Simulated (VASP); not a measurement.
A run of VASP 6.6.1 is set up as follows.

File INCAR:

```
PREC     = Accurate       # precision mode
ENCUT    = 520            # plane-wave cutoff, eV
EDIFF    = 1E-7           # SCF threshold, eV
ISMEAR   = 0              # smearing method
SIGMA    = 0.05           # smearing width, eV
LREAL    = F              # projectors in reciprocal space
LASPH    = T              # aspherical terms in the spheres
NELM     = 100            # most SCF steps
ALGO     = Normal         # electronic algorithm
ISIF     = 2              # what is computed and relaxed
LWAVE    = F              # write WAVECAR
LCHARG   = T              # write CHGCAR
GGA      = PS             # functional
LELF     = T              # ELF
LVHAR    = T            
NBANDS   = 16             # bands
```

The input KPOINTS:

```
Automatic mesh
0
Gamma
  9 9 6
```

The input POSCAR:

```
MgO
1.0
    3.3965520429      0.0000000000      0.0000000000
   -1.6982760214      2.9415003544      0.0000000000
    0.0000000000      0.0000000000      4.7480401007
Mg O
2 2
Direct
    0.3333333333      0.6666666667      0.0390610606
    0.6666666667      0.3333333333      0.5390610606
    0.3333333333      0.6666666667      0.4009416620
    0.6666666667      0.3333333333      0.9009416620
```

Potentials or basis: VASP PAW PBE potentials, release 64 (Mg, O).

Command:

```console
$ cat potpaw_PBE.64/Mg/POTCAR potpaw_PBE.64/O/POTCAR > POTCAR
$ mpirun -np 1 vasp_std > vasp.out
```

**Question.** Estimate the band gap on the k mesh.

**Answer.** 3.42 eV, direct.

**Question.** Estimate the pressure.

**Answer.** 9.4 GPa.

**Question.** Predict the largest force.

**Answer.** 4.375 eV/Å.

Stress tensor (GPa, compression positive):
```
-9.22  0.00  0.00
 0.00 -9.22  0.00
 0.00  0.00 46.56
```

Caveat: the PAW data sets were made with another functional, which shifts forces and pressure a little. A k mesh can miss the band edges.
